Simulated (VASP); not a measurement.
# Cs8Sn9I23 (a cell with a defect) in VASP: single point with PBEsol

Aim: the single point of Cs8Sn9I23 (a cell with a defect) with PBEsol.

All numbers are computed with VASP 6.6.1; they aren't measurements. Logs are shortened: lines on timing, memory, paths and dates and some standing lists are left out, and cuts for length are marked.

## 1. The cell of the first run

The cell holds a defect, 40 atoms: a = 12.314 Å, b = 12.314 Å, c = 12.314 Å, α = 90.00°, β = 90.00°, γ = 90.00°.

## 2. Single point, PBEsol, collinear spin

Contents of INCAR:

```
SYSTEM = Cs8Sn9I23
PREC = Accurate
ENCUT = 520
EDIFF = 1E-7
ISMEAR = -1
SIGMA = 0.05
LREAL = Auto
LASPH = .TRUE.
NELM = 150
ALGO = Normal
ISIF = 2
LWAVE = .FALSE.
LCHARG = .FALSE.
ISPIN = 2
MAGMOM = 0 0 0 0 0 0 0 0 0.333 0.333 0 0 0 0 0 0 0.333 0 0 0 0 0 0 0 0 0 0 0 0 0 0 0 0 0 0 0 0 0 0 0
LORBIT = 11
GGA = PS
ISYM = 0
NBANDS = 210
LUSENCCL = .FALSE.
```

Contents of KPOINTS:

```
Automatic mesh
0
Gamma
  1 1 1
  0.25 0.25 0.25
```

Contents of POSCAR:

```
Cs8Sn9I23
1.0
   12.3144620000      0.0000000000      0.0000000000
    0.0000000000     12.3144620000      0.0000000000
    0.0000000000      0.0000000000     12.3144620000
Cs Sn I
8 9 23
Direct
    0.0024530000      0.0241330000      0.0408430000
    0.9733220000      0.9962740000      0.5244090000
    0.9817510000      0.4993340000      0.9905010000
    0.0023950000      0.5221040000      0.4552250000
    0.4964650000      0.9841300000      0.9582390000
    0.5112150000      0.9715130000      0.4997160000
    0.4922520000      0.4386600000      0.9955650000
    0.5177980000      0.4840650000      0.5336780000
    0.2540340000      0.2864660000      0.2693130000
    0.2476810000      0.2211030000      0.7513790000
    0.2524770000      0.7699890000      0.2392840000
    0.2481410000      0.7327170000      0.7351160000
    0.7532450000      0.2644810000      0.2608230000
    0.7523440000      0.2432150000      0.7584710000
    0.7499940000      0.7648640000      0.2451340000
    0.7498560000      0.7418290000      0.7491530000
    0.2276910000      0.2484350000      0.5088390000
    0.2762530000      0.2070150000      0.0150690000
    0.2258980000      0.7920810000      0.9839930000
    0.2796130000      0.7088030000      0.4809000000
    0.7268310000      0.2246370000      0.0105170000
    0.7867530000      0.2841690000      0.5101120000
    0.7795320000      0.7832260000      0.9972590000
    0.7296320000      0.7299840000      0.4983450000
    0.0035700000      0.2809420000      0.2311310000
    0.9988880000      0.2249870000      0.7948900000
    0.0029470000      0.7812090000      0.2710440000
    0.9977840000      0.7272750000      0.7162370000
    0.5051900000      0.2799130000      0.2881270000
    0.5016610000      0.2340330000      0.7346810000
    0.5023320000      0.7882430000      0.2203360000
    0.4973340000      0.7274550000      0.7645320000
    0.2387900000      0.0488760000      0.3596140000
    0.2518690000      0.9718410000      0.6939280000
    0.2445310000      0.5335040000      0.1912690000
    0.2386940000      0.4660430000      0.7013040000
    0.7606260000      0.0155140000      0.2851540000
    0.7367010000      0.9920250000      0.7305320000
    0.7560620000      0.5160990000      0.2258910000
    0.7397840000      0.4917810000      0.7848310000
```

Potentials or basis: VASP PAW PBE potentials, release 64 (Cs_sv, Sn_d, I).

On the command line:

```sh
cat potpaw_PBE.64/Cs_sv/POTCAR potpaw_PBE.64/Sn_d/POTCAR potpaw_PBE.64/I/POTCAR > POTCAR
mpirun -np 1 vasp_std > vasp.out
```

OUTCAR:

```text
SYSTEM = Cs8Sn9I23
   PREC = Accurate
   ENCUT = 520
   EDIFF = 1E-7
   ISMEAR = -1
   LREAL = Auto
   LASPH = .TRUE.
   NELM = 150
   ISIF = 2
   ISPIN = 2
   LORBIT = 11
   GGA = PS
   ISYM = 0

 ion  position               nearest neighbor table
   1  0.002  0.024  0.041-
   2  0.973  0.996  0.524-
   3  0.982  0.499  0.991-
   4  0.002  0.522  0.455-
   5  0.496  0.984  0.958-
   6  0.511  0.972  0.500-
   7  0.492  0.439  0.996-
   8  0.518  0.484  0.534-
   9  0.254  0.286  0.269-  17 3.00  29 3.10  25 3.12  33 3.14  35 3.19  18 3.29
  10  0.248  0.221  0.751-  17 3.02  36 3.08  26 3.11  30 3.14  34 3.15  18 3.27
  11  0.252  0.770  0.239-  35 2.97  20 3.09  31 3.09  27 3.10  19 3.17
  12  0.248  0.733  0.735-  34 2.99  32 3.09  28 3.09  19 3.16  20 3.17  36 3.31
  13  0.753  0.264  0.261-  29 3.08  37 3.08  22 3.11  25 3.11  39 3.13  21 3.14
  14  0.752  0.243  0.758-  26 3.08  40 3.08  30 3.10  38 3.12  21 3.13  22 3.13
  15  0.750  0.765  0.245-  39 3.07  31 3.08  23 3.08  37 3.13  27 3.14  24 3.16
  16  0.750  0.742  0.749-  28 3.09  38 3.09  24 3.10  40 3.11  23 3.12  32 3.12
  17  0.228  0.248  0.509-   9 3.00  10 3.02  33 3.07  36 3.58
  18  0.276  0.207  0.015-  10 3.27   9 3.29
  19  0.226  0.792  0.984-  12 3.16  11 3.17
  20  0.280  0.709  0.481-  11 3.09  12 3.17
  21  0.727  0.225  0.011-  14 3.13  13 3.14
  22  0.787  0.284  0.510-  13 3.11  14 3.13
  23  0.780  0.783  0.997-  15 3.08  16 3.12
[... 10 lines left out ...]
  34  0.252  0.972  0.694-  12 2.99  10 3.15
  35  0.245  0.534  0.191-  11 2.97   9 3.19
  36  0.239  0.466  0.701-  10 3.08  12 3.31  17 3.58
  37  0.761  0.016  0.285-  13 3.08  15 3.13
  38  0.737  0.992  0.731-  16 3.09  14 3.12
  39  0.756  0.516  0.226-  15 3.07  13 3.13
  40  0.740  0.492  0.785-  14 3.08  16 3.11

IMPORTANT INFORMATION: All symmetrisations will be switched off!
NOSYMM: (Re-)initialisation of all symmetry stuff for point group C_1.

----------------------------------------------------------------------------------------

                                     Primitive cell

  volume of cell :    1867.4386

  direct lattice vectors                    reciprocal lattice vectors
    12.314462000  0.000000000  0.000000000     0.081205334  0.000000000  0.000000000
     0.000000000 12.314462000  0.000000000     0.000000000  0.081205334  0.000000000
     0.000000000  0.000000000 12.314462000     0.000000000  0.000000000  0.081205334

  length of vectors
    12.314462000 12.314462000 12.314462000     0.081205334  0.081205334  0.081205334

  position of ions in fractional coordinates (direct lattice)
     0.002453000  0.024133000  0.040843000
     0.973322000  0.996274000  0.524409000
     0.981751000  0.499334000  0.990501000
     0.002395000  0.522104000  0.455225000
     0.496465000  0.984130000  0.958239000
     0.511215000  0.971513000  0.499716000
[... 32 lines left out ...]
     0.756062000  0.516099000  0.225891000
     0.739784000  0.491781000  0.784831000

  ion indices of the primitive-cell ions
   primitive index   ion index
                 1           1
                 2           2
                 3           3
                 4           4
                 5           5
                 6           6
[... 32 lines left out ...]
                39          39
                40          40

----------------------------------------------------------------------------------------

 KPOINTS: Automatic mesh

Automatic generation of k-mesh.
 Grid dimensions read from file:
 generate k-points for:    1    1    1

 Generating k-lattice:

  Cartesian coordinates                     Fractional coordinates (reciprocal lattice)
     0.081205334  0.000000000  0.000000000     1.000000000  0.000000000  0.000000000
     0.000000000  0.081205334  0.000000000     0.000000000  1.000000000  0.000000000
     0.000000000  0.000000000  0.081205334     0.000000000  0.000000000  1.000000000

  Length of vectors
     0.081205334  0.081205334  0.081205334

  Shift w.r.t. Gamma in fractional coordinates (k-lattice)
     0.250000000  0.250000000  0.250000000

 Subroutine IBZKPT returns following result:
 ===========================================

 Found      4 irreducible k-points:

 Following reciprocal coordinates:
            Coordinates               Weight
  0.250000  0.250000  0.250000      2.000000
 -0.250000  0.250000  0.250000      2.000000
 -0.250000 -0.250000  0.250000      2.000000
  0.250000 -0.250000  0.250000      2.000000
   k-points           NKPTS =      4   k-points in BZ     NKDIM =      4   number of bands    NBANDS=    210
   number of dos      NEDOS =    301   number of ions     NIONS =     40
   total plane-waves  NPLWV = 884736
   dimension x,y,z NGX =    96 NGY =   96 NGZ =   96
   dimension x,y,z NGXF=   192 NGYF=  192 NGZF=  192
   ions per type =               8   9  23
   NGX,Y,Z   is equivalent  to a cutoff of  12.96, 12.96, 12.96 a.u.
   NGXF,Y,Z  is equivalent  to a cutoff of  25.92, 25.92, 25.92 a.u.
 SYSTEM =  Cs8Sn9I23
   PREC   = accura    normal or accurate (medium, high low for compatibility)
   ISTART =      0    job   : 0-new  1-cont  2-samecut
   ICHARG =      2    charge: 1-file 2-atom 10-const
   ISPIN  =      2    spin polarized calculation?
   LNONCOLLINEAR =      F non collinear calculations
   LSORBIT =      F    spin-orbit coupling
   LASPH  =      T    aspherical Exc in radial PAW
   ENCUT  =  520.0 eV  38.22 Ry    6.18 a.u.  22.90 22.90 22.90*2*pi/ulx,y,z
   NELM   =    150;   NELMIN=  2; NELMDL= -5     # of ELM steps
   EDIFF  = 0.1E-06   stopping-criterion for ELM
   LREAL  =      T    real-space projection
   EDIFFG = 0.1E-05   stopping-criterion for IOM
   NSW    =      0    number of steps for IOM
   IBRION =     -1    ionic relax: 0-MD 1-quasi-New 2-CG
   NFREE  =      0    steps in history (QN), initial steepest desc. (CG)
   ISIF   =      2    stress and relaxation
   ISYM   =      0    0-nonsym 1-usesym 2-fastsym
   POTIM  = 0.5000    time-step for ionic-motion
   TEBEG  =    0.0;   TEEND  =   0.0 temperature during run
   PSTRESS=    0.0 pullay stress
   NELECT =     359.0000    total number of electrons
   NUPDOWN=      -1.0000    fix difference up-down
   EMIN   =  10.00;   EMAX   =-10.00  energy-range for DOS
   EFERMI =   0.00;   METHOD = LEGACY
   ISMEAR =    -1;   SIGMA  =   0.05  broadening in eV -4-tet -1-fermi 0-gaus
   EFERMI_NEDOS =   21; number of points for ismear=-14 and -15
   IALGO  =     38    algorithm
   IMIX   =      4    mixing-type and parameters
     AMIX     =   0.40;   BMIX     =  1.00
     AMIX_MAG =   1.60;   BMIX_MAG =  1.00
  volume/ion in A,a.u.               =      46.69       315.05
  Fermi-wavevector in a.u.,A,eV,Ry     =   0.944838  1.785486 12.146188  0.892720
  Thomas-Fermi vector in A             =   2.072682
   LORBIT       =     11    0 simple, 1 ext, 2 COOP (PROOUT), +10 PAW based schemes
   GGA     = PS    functional components
   LHFCALC =     F    Hartree Fock is set to
   AEXX    =    0.0000 exact exchange contribution
   IVDW    =     0    specifies the selected vdW correction
   LEPSILON=     F    determine dielectric tensor
   LRPA    =     F    only Hartree local field effects (RPA)
 spin polarized calculation
  energy-cutoff  :      520.00
  volume of cell :     1867.44
 maximum number of plane-waves:     50327
 NGX is ok and might be reduce to    96
   NGX = 45   NGY = 45   NGZ = 45

 number of electron     358.9999999 magnetization       0.9980248

 Free energy of the ion-electron system (eV)
  ---------------------------------------------------
  ext. energy  EPLUGINS =         0.00000000
  ---------------------------------------------------
  free energy    TOTEN  =      -120.93414773 eV

  energy without entropy =     -120.93333312  energy(sigma->0) =     -120.93374043

 E-fermi :   3.2442     XC(G=0):  -7.7755

 val. band max:        2.9016648091   @ k =   0.2500  -0.2500   0.2500
 cond. band min:       3.5855635920   @ k =  -0.2500   0.2500   0.2500
 fundamental gap:      0.6838987829
 Fermi energy:         3.2442268591

 spin component 1

 k-point     1 :       0.2500    0.2500    0.2500
  band No.  band energies     occupation
      1     -19.2958      1.00000
      2     -19.2436      1.00000
      3     -19.2020      1.00000
      4     -19.1952      1.00000
      5     -19.1880      1.00000
      6     -19.1825      1.00000
[... 765 lines left out ...]
    190       4.4365      0.00000
    191       4.5916      0.00000
 Fermi energy:         3.2442268591

 spin component 2

 k-point     1 :       0.2500    0.2500    0.2500
  band No.  band energies     occupation
      1     -19.2956      1.00000
      2     -19.2434      1.00000
      3     -19.2023      1.00000
      4     -19.1954      1.00000
      5     -19.1862      1.00000
      6     -19.1827      1.00000
[... 765 lines left out ...]
    190       4.4451      0.00000
    191       4.6852      0.00000
 [bands above 191 left out]

------------------------ aborting loop because EDIFF is reached ----------------------------------------

  FORCE on cell =-STRESS in cart. coord.  units (eV):
  Direction    XX          YY          ZZ          XY          YZ          ZX
  --------------------------------------------------------------------------------------
  -------------------------------------------------------------------------------------
  Total       -2.7842113     -5.1891382     -5.3073384     -0.5717606     -1.6831557     -0.0011021
  in kB       -2.3887266     -4.4520444     -4.5534548     -0.4905446     -1.4440710     -0.0009455
  external PRESSURE =      -3.7980753 kB  Pullay stress =       0.0000000 kB

 VOLUME and BASIS-vectors are now :
 -----------------------------------------------------------------------------
  energy-cutoff  :      520.00
  volume of cell :     1867.44
      direct lattice vectors                 reciprocal lattice vectors
    12.314462000  0.000000000  0.000000000     0.081205334  0.000000000  0.000000000
     0.000000000 12.314462000  0.000000000     0.000000000  0.081205334  0.000000000
     0.000000000  0.000000000 12.314462000     0.000000000  0.000000000  0.081205334

 POSITION                                       TOTAL-FORCE (eV/Angst)
 -----------------------------------------------------------------------------------
      0.03021      0.29718      0.50296        -0.009886      0.004619      0.006440
     11.98594     12.26858      6.45781         0.012889      0.010068      0.006477
     12.08974      6.14903     12.19749         0.016127      0.010550      0.001090
      0.02949      6.42943      5.60585         0.006635     -0.003527      0.027498
      6.11370     12.11903     11.80020         0.004160      0.008658     -0.000284
      6.29534     11.96366      6.15373        -0.002566      0.001504     -0.002080
[... 32 lines left out ...]
      9.31050      6.35548      2.78173        -0.014344     -0.003053     -0.009900
      9.11004      6.05602      9.66477         0.010436      0.014585     -0.011987
 -----------------------------------------------------------------------------------
    total drift:                               -0.034924     -0.026937      0.017958

  FREE ENERGIE OF THE ION-ELECTRON SYSTEM (eV)
  ---------------------------------------------------
  free  energy   TOTEN  =      -120.9341477343 eV

  energy  without entropy=     -120.9333331215  energy(sigma->0) =     -120.93374043

 total charge

# of ion       s       p       d       tot
------------------------------------------
    1        1.842   4.695   0.020   6.556
    2        1.842   4.692   0.022   6.557
    3        1.841   4.696   0.017   6.554
    4        1.842   4.693   0.020   6.555
    5        1.842   4.694   0.020   6.556
    6        1.842   4.694   0.020   6.556
[... 32 lines left out ...]
   39        1.509   2.769   0.012   4.290
   40        1.509   2.773   0.013   4.294
--------------------------------------------------
tot         61.823 107.523  90.285 259.631

 magnetization (x)

# of ion       s       p       d       tot
------------------------------------------
    1        0.000   0.000   0.000   0.000
    2        0.000   0.001   0.001   0.002
    3        0.000   0.000   0.000   0.000
    4        0.000   0.001   0.001   0.002
    5       -0.000   0.000   0.000   0.000
    6       -0.000   0.000   0.000   0.001
[... 32 lines left out ...]
   39        0.000   0.000   0.000   0.000
   40        0.000   0.000   0.000   0.000
--------------------------------------------------
tot          0.012   0.375   0.013   0.400
```

It took 8 min on 1 × NVIDIA H100 80GB with 1 thread of AMD EPYC 7R13 (Zen 3), shared host; peak memory 3.5 GiB.

What came out:

- Free energy: -120.9341 eV
- Pressure: -0.4 GPa
- Largest force: 0.116 eV/Å
- Band gap on the k mesh: 0.68 eV
- Net moment: 1.00 μB per cell
- Site moments: Cs +0.00; Sn +0.00, -0.00, +0.01, +0.31 (each value once); I +0.00, -0.00, +0.01 (each value once) μB
- Valence electrons inside the program's atomic spheres: Cs 6.56, 6.55 (each value once); Sn 12.08, 12.09, 12.03, 12.04, 12.15 (each value once); I 4.29, 4.28, 4.30 (each value once)

Forces on the atoms (eV/Å):
```
Cs  -0.010  0.005  0.006
Cs   0.013  0.010  0.006
Cs   0.016  0.011  0.001
Cs   0.007 -0.004  0.027
Cs   0.004  0.009  0.000
Cs  -0.003  0.002 -0.002
Cs   0.012  0.006  0.018
Cs   0.012  0.008 -0.005
Sn  -0.011 -0.044 -0.005
Sn   0.010 -0.067 -0.018
Sn  -0.002 -0.041 -0.021
Sn  -0.022 -0.003  0.017
Sn  -0.001  0.003  0.001
Sn   0.007 -0.024  0.005
Sn   0.021  0.005  0.004
Sn  -0.014  0.008  0.024
Sn  -0.025  0.112  0.011
I   -0.011  0.031  0.005
I   -0.003  0.006  0.002
I    0.011  0.028  0.029
I    0.003 -0.015 -0.024
I   -0.017 -0.012  0.019
I    0.004 -0.009  0.019
I    0.011 -0.011 -0.029
I   -0.006 -0.009 -0.009
I    0.010  0.003 -0.028
I    0.012 -0.008 -0.017
I   -0.019  0.001  0.002
I    0.015  0.001 -0.008
I   -0.030  0.003  0.011
I   -0.022  0.010  0.006
I    0.015  0.000 -0.015
I    0.002 -0.003 -0.022
I    0.019 -0.003  0.012
I    0.003  0.014  0.028
I    0.001 -0.023 -0.016
I   -0.023  0.009 -0.005
I    0.013 -0.017 -0.011
I   -0.014 -0.003 -0.010
I    0.010  0.015 -0.012
```

Caveat: the PAW data sets were made with another functional, which shifts forces and pressure a little; spin-orbit coupling is left out, which moves the levels of the heavy elements.
